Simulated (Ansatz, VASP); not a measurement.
**SiO2: VASP beside Ansatz**

```xyz
12
Lattice="4.9489 0.0000 0.0000 0.0000 4.9489 0.0000 0.0000 0.0000 6.8798" Properties=species:S:1:pos:R:3 pbc="T T T"
Si    1.5033    1.5033    0.0000
Si    0.9711    3.9778    1.7200
Si    3.4456    3.4456    3.4399
Si    3.9778    0.9711    5.1599
O     1.1757    0.5550    1.2573
O     1.9195    3.6501    2.9773
O     3.7733    4.3940    4.6972
O     3.0294    1.2988    6.4172
O     3.6501    1.9195    3.9025
O     4.3940    3.7733    2.1826
O     1.2988    3.0294    0.4626
O     0.5550    1.1757    5.6225
```

Alike in both runs: functional LDA; k mesh 6 × 6 × 4; occupations gaussian, width 0.02 eV; no spin polarisation.

Ansatz relaxed the structure, and its values are those at the end. VASP's run is a single point on that final structure, the one shown.

|  | VASP | Ansatz |
| --- | --- | --- |
| version | VASP 6.6.1 | Ansatz 0.2.0 |
| potentials or method | VASP PAW LDA potentials, release 64 (Si, O), cutoff 520 eV | scalar-relativistic, plane waves, PAW |
| valence electrons in the cell | 64 | 64 |

```csv
,VASP,Ansatz,Ansatz less VASP
gap on the k mesh at the Fermi level (eV),5.55,5.55,-0.002
least direct gap on the mesh (eV),5.55,5.55,-0.002
pressure (GPa),0.6,0.0,-0.59
rms of the force components (eV/Å),0.016,0.000,-0.0159
```

LDA's correlation is that of Perdew and Zunger in VASP and of Perdew and Wang (1992) in Ansatz.
